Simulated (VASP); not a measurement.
# SiC (P6_3mc) in VASP: a series of runs

Aim: see how the results for SiC move with the level of theory and the settings. Levels: RPBE, PBEsol. Tasks: single point.

Everything below comes from runs of VASP 6.6.1. Logs are shortened: lines on timing, memory, paths and dates and some standing lists are left out, and cuts for length are marked.

### 1 The cell of the first run

It takes space group P6_3mc (No. 186, hexagonal). Conventional cell: a = 3.108 Å, b = 3.108 Å, c = 5.098 Å, α = 90.00°, β = 90.00°, γ = 120.00°. Si (site symmetry 3m) has 4 C at 1.90 to 1.92 Å within 2.5 Å. C (site symmetry 3m) has 4 Si at 1.90 to 1.92 Å within 2.5 Å.

### 2 Single point, RPBE

Input file INCAR:

```
SYSTEM = SiC
ALGO = Normal
EDIFF = 1E-7
ENCUT = 520
GGA = RP
ISIF = 2
ISMEAR = 0
LASPH = .True.
LCHARG = .False.
LREAL = .False.
LWAVE = .False.
NBANDS = 16
NELM = 80
PREC = Accurate
SIGMA = 0.01
```

Input file KPOINTS:

```
k-points
0
Gamma
  6 6 4
  0 0 0
```

Input file POSCAR:

```
SiC
1.0
    3.1079089782      0.0000000000      0.0000000000
   -1.5539544891      2.6915281278      0.0000000000
    0.0000000000      0.0000000000      5.0979386480
Si C
2 2
Direct
    0.3333333333      0.6666666667      0.0045058746
    0.6666666667      0.3333333333      0.5045058746
    0.3333333333      0.6666666667      0.3804941254
    0.6666666667      0.3333333333      0.8804941254
```

Potentials or basis: VASP PAW PBE potentials, release 64 (Si, C).

The run is started by

```
$ cat potpaw_PBE.64/Si/POTCAR potpaw_PBE.64/C/POTCAR > POTCAR
$ mpirun -np 1 vasp_std > vasp.out
```

OUTCAR:

```text
SYSTEM = SiC
   EDIFF = 1E-7
   ENCUT = 520
   GGA = RP
   ISIF = 2
   ISMEAR = 0
   LASPH = .True.
   LREAL = .False.
   NELM = 80
   PREC = Accurate

 ion  position               nearest neighbor table
   1  0.333  0.667  0.005-   4 1.90   4 1.90   4 1.90   3 1.92   2 3.12   2 3.12   2 3.12   2 3.12
                             2 3.12   2 3.12
   2  0.667  0.333  0.505-   3 1.90   3 1.90   3 1.90   4 1.92   1 3.12   1 3.12   1 3.12   1 3.12
                             1 3.12   1 3.12
   3  0.333  0.667  0.380-   2 1.90   2 1.90   2 1.90   1 1.92
   4  0.667  0.333  0.880-   1 1.90   1 1.90   1 1.90   2 1.92

  LATTYP: Found a hexagonal cell.
 ALAT       =     3.1079089782
 C/A-ratio  =     1.6403114389

  Lattice vectors:

 A1 = (   3.1079089782,   0.0000000000,   0.0000000000)
 A2 = (  -1.5539544891,   2.6915281278,   0.0000000000)
 A3 = (   0.0000000000,   0.0000000000,   5.0979386480)

Analysis of symmetry for initial positions (statically):
=====================================================================
 Subroutine PRICEL returns:
 Original cell was already a primitive cell.

 Routine SETGRP: Setting up the symmetry group for a
 hexagonal supercell.

 Subroutine GETGRP returns: Found 12 space group operations
 (whereof  6 operations were pure point group operations)
 out of a pool of 24 trial point group operations.

The static configuration has the point symmetry C_3v.
 The point group associated with its full space group is C_6v.

Analysis of symmetry for dynamics (positions and initial velocities):
=====================================================================
 Subroutine PRICEL returns:
 Original cell was already a primitive cell.

 Routine SETGRP: Setting up the symmetry group for a
 hexagonal supercell.

 Subroutine GETGRP returns: Found 12 space group operations
 (whereof  6 operations were pure point group operations)
 out of a pool of 24 trial point group operations.

The dynamic configuration has the point symmetry C_3v.
 The point group associated with its full space group is C_6v.

 Subroutine INISYM returns: Found 12 space group operations
 (whereof  6 operations are pure point group operations),
 and found     1 'primitive' translations

----------------------------------------------------------------------------------------

                                     Primitive cell

  volume of cell :      42.6444

[... 90 lines left out ...]
   EDIFFG = 0.1E-05   stopping-criterion for IOM
   NSW    =      0    number of steps for IOM
   IBRION =     -1    ionic relax: 0-MD 1-quasi-New 2-CG
   NFREE  =      0    steps in history (QN), initial steepest desc. (CG)
   ISIF   =      2    stress and relaxation
   ISYM   =      2    0-nonsym 1-usesym 2-fastsym
   POTIM  = 0.5000    time-step for ionic-motion
   TEBEG  =    0.0;   TEEND  =   0.0 temperature during run
   PSTRESS=    0.0 pullay stress
   NELECT =      16.0000    total number of electrons
   NUPDOWN=      -1.0000    fix difference up-down
   EMIN   =  10.00;   EMAX   =-10.00  energy-range for DOS
   EFERMI =   0.00;   METHOD = LEGACY
   ISMEAR =     0;   SIGMA  =   0.01  broadening in eV -4-tet -1-fermi 0-gaus
   EFERMI_NEDOS =   21; number of points for ismear=-14 and -15
   IALGO  =     38    algorithm
   IMIX   =      4    mixing-type and parameters
     AMIX     =   0.40;   BMIX     =  1.00
     AMIX_MAG =   1.60;   BMIX_MAG =  1.00
  volume/ion in A,a.u.               =      10.66        71.94
  Fermi-wavevector in a.u.,A,eV,Ry     =   1.180758  2.231309 18.969098  1.394189
  Thomas-Fermi vector in A             =   2.317044
   LORBIT       =      0    0 simple, 1 ext, 2 COOP (PROOUT), +10 PAW based schemes
   GGA     = RP    functional components
   LHFCALC =     F    Hartree Fock is set to
   AEXX    =    0.0000 exact exchange contribution
   IVDW    =     0    specifies the selected vdW correction
   LEPSILON=     F    determine dielectric tensor
   LRPA    =     F    only Hartree local field effects (RPA)
 non-spin polarized calculation
 Gauss-broadening in eV      SIGMA  =   0.01
  energy-cutoff  :      520.00
  volume of cell :       42.64
 maximum number of plane-waves:      1170
 NGX is ok and might be reduce to    24
   NGX = 11   NGY = 11   NGZ = 19

 number of electron      16.0000001 magnetization

 Free energy of the ion-electron system (eV)
  ---------------------------------------------------
  ext. energy  EPLUGINS =         0.00000000
  ---------------------------------------------------
  free energy    TOTEN  =       -28.62710390 eV

  energy without entropy =      -28.62710390  energy(sigma->0) =      -28.62710390

 E-fermi :   8.0852     XC(G=0): -11.1468

 val. band max:        8.0073444869   @ k =   0.0000   0.0000   0.0000
 cond. band min:      10.3842519074   @ k =   0.3333   0.3333   0.0000
 fundamental gap:      2.3769074205
 Fermi energy:         8.0852496587

 k-point     1 :       0.0000    0.0000    0.0000
  band No.  band energies     occupation
      1      -7.3380      2.00000
      2      -3.8995      2.00000
      3      -0.4952      2.00000
      4       6.7070      2.00000
      5       6.7070      2.00000
      6       7.9081      2.00000
[... 376 lines left out ...]
      3       0.3743      2.00000
      4       0.3743      2.00000
      5       2.5390      2.00000
      6       2.5390      2.00000
[... 8 lines left out ...]
     15      19.5307      0.00000
     16      19.5307      0.00000

------------------------ aborting loop because EDIFF is reached ----------------------------------------

  FORCE on cell =-STRESS in cart. coord.  units (eV):
  Direction    XX          YY          ZZ          XY          YZ          ZX
  --------------------------------------------------------------------------------------
  -------------------------------------------------------------------------------------
  Total       -0.1221224     -0.1221224     -0.1231621      0.0000000      0.0000000      0.0000000
  in kB       -4.5882199     -4.5882199     -4.6272798      0.0000000      0.0000000      0.0000000
  external PRESSURE =      -4.6012399 kB  Pullay stress =       0.0000000 kB

 VOLUME and BASIS-vectors are now :
 -----------------------------------------------------------------------------
  energy-cutoff  :      520.00
  volume of cell :       42.64
      direct lattice vectors                 reciprocal lattice vectors
     3.107908978  0.000000000  0.000000000     0.321759745  0.185768075  0.000000000
    -1.553954489  2.691528128  0.000000000     0.000000000  0.371536151  0.000000000
     0.000000000  0.000000000  5.097938648     0.000000000  0.000000000  0.196157716

 POSITION                                       TOTAL-FORCE (eV/Angst)
 -----------------------------------------------------------------------------------
     -0.00000      1.79435      0.02297         0.000000     -0.000000     -0.001065
      1.55395      0.89718      2.57194        -0.000000      0.000000     -0.001065
     -0.00000      1.79435      1.93974         0.000000     -0.000000      0.001065
      1.55395      0.89718      4.48871        -0.000000      0.000000      0.001065
 -----------------------------------------------------------------------------------
    total drift:                               -0.000000      0.000000      0.000418

  FREE ENERGIE OF THE ION-ELECTRON SYSTEM (eV)
  ---------------------------------------------------
  free  energy   TOTEN  =       -28.6271038996 eV

  energy  without entropy=      -28.6271038996  energy(sigma->0) =      -28.62710390
```

OSZICAR:

```text
N       E                     dE             d eps       ncg     rms          rms(c)
DAV:   1     0.266232614356E+02    0.26623E+02   -0.70111E+03   672   0.883E+02
DAV:   2    -0.294786292351E+02   -0.56102E+02   -0.51666E+02   960   0.162E+02
DAV:   3    -0.320312699211E+02   -0.25526E+01   -0.25415E+01   904   0.305E+01
DAV:   4    -0.320505362645E+02   -0.19266E-01   -0.19265E-01   800   0.329E+00
DAV:   5    -0.320507242312E+02   -0.18797E-03   -0.18796E-03   888   0.305E-01    0.127E+01
DAV:   6    -0.286824143902E+02    0.33683E+01   -0.60239E+00   856   0.149E+01    0.601E+00
DAV:   7    -0.286322318029E+02    0.50183E-01   -0.10482E+00   936   0.595E+00    0.257E+00
DAV:   8    -0.286260228226E+02    0.62090E-02   -0.41600E-02   752   0.135E+00    0.639E-01
DAV:   9    -0.286264562638E+02   -0.43344E-03   -0.81049E-03   792   0.620E-01    0.142E-01
DAV:  10    -0.286270628652E+02   -0.60660E-03   -0.13260E-03   824   0.214E-01    0.593E-02
DAV:  11    -0.286271000371E+02   -0.37172E-04   -0.17238E-04   808   0.899E-02    0.966E-03
DAV:  12    -0.286271028686E+02   -0.28315E-05   -0.11873E-05   864   0.219E-02    0.410E-03
DAV:  13    -0.286271038663E+02   -0.99772E-06   -0.13528E-06   824   0.750E-03    0.333E-03
DAV:  14    -0.286271038996E+02   -0.33274E-07   -0.50688E-08   704   0.164E-03
   1 F= -.28627104E+02 E0= -.28627104E+02  d E =-.343307E-30
```

stdout:

```text
POSCAR found type information on POSCAR SiC
 POSCAR found :  2 types and       4 ions
 scaLAPACK will be used
 -----------------------------------------------------------------------------
|                                                                             |
|                                                                             |
|     You enforced a specific xc type in the INCAR file but a different       |
|     I HOPE YOU KNOW WHAT YOU ARE DOING!                                     |
|                                                                             |
 -----------------------------------------------------------------------------

 LDA part: xc-table for (Slater+PW92), standard interpolation
 POSCAR, INCAR and KPOINTS ok, starting setup
 FFT: planning ... GRIDC
 FFT: planning ... GRID_SOFT
 FFT: planning ... GRID
 WAVECAR not read
 entering main loop
```

It took 8.8 s on 1 thread of Intel Xeon Platinum 8559C (Emerald Rapids), shared host; peak memory 0.15 GiB.

Results:

- Free energy: -28.6271 eV
- Pressure: -0.5 GPa
- Band gap on the k mesh: 2.38 eV (least direct gap 3.94 eV)

Caveat: the PAW data sets were made with another functional, which shifts forces and pressure a little. A k mesh can miss the band edges.

### 3 Single point, PBEsol

This run uses another cell than the first one, of 10.34 Å³/atom.

Input file INCAR:

```
  PREC = Accurate
  ENCUT = 520
  EDIFF = 1E-6
  ISMEAR = 0
  SIGMA = 0.01
  LREAL = False
  LASPH = True
  NELM = 60
  ALGO = Normal
  ISIF = 2
  LWAVE = False
  LCHARG = True
  GGA = PS
  LELF = True
  LVHAR = True
  NBANDS = 16
```

Input file KPOINTS:

```
Automatic mesh
0
Gamma
  6 6 4
```

Input file POSCAR:

```
SiC
1.0
    3.0762885930      0.0000000000      0.0000000000
   -1.5381442965      2.6641440709      0.0000000000
    0.0000000000      0.0000000000      5.0461072770
Si C
2 2
Direct
    0.3333333333      0.6666666667      0.0045248308
    0.6666666667      0.3333333333      0.5045248308
    0.3333333333      0.6666666667      0.3804751692
    0.6666666667      0.3333333333      0.8804751692
```

Potentials or basis: VASP PAW PBE potentials, release 64 (Si, C).

The run is started by

```
$ cat potpaw_PBE.64/Si/POTCAR potpaw_PBE.64/C/POTCAR > POTCAR
$ mpirun -np 1 vasp_std > vasp.out
```

Run time: 7.5 s. Hardware: 1 thread of Intel Xeon Platinum 8559C (Emerald Rapids), shared host; peak memory 0.15 GiB.

Results (log left out):

- Free energy: -31.8111 eV
- Pressure: 0.4 GPa
- Band gap on the k mesh: 2.12 eV (least direct gap 3.85 eV)

Levels at points of the mesh, in eV from the valence-band top:
| k point | band 5 | band 6 | band 7 | band 8 | band 9 | band 10 | band 11 | band 12 |
| --- | --- | --- | --- | --- | --- | --- | --- | --- |
| (0.00, 0.00, 0.00) | -1.32 | -0.11 | 0.00 | 0.00 | 4.73 | 6.16 | 6.59 | 6.59 |
| (0.50, 0.00, 0.00) | -5.48 | -3.35 | -3.34 | -1.20 | 2.65 | 4.13 | 6.80 | 7.04 |
| (0.00, 0.00, 0.50) | -0.72 | -0.72 | -0.72 | -0.72 | 5.82 | 5.82 | 7.27 | 7.27 |
| (0.50, 0.00, 0.50) | -2.46 | -2.46 | -2.34 | -2.34 | 3.17 | 3.17 | 5.16 | 5.16 |

Caveat: the PAW data sets were made with another functional, which shifts forces and pressure a little. A k mesh can miss the band edges.
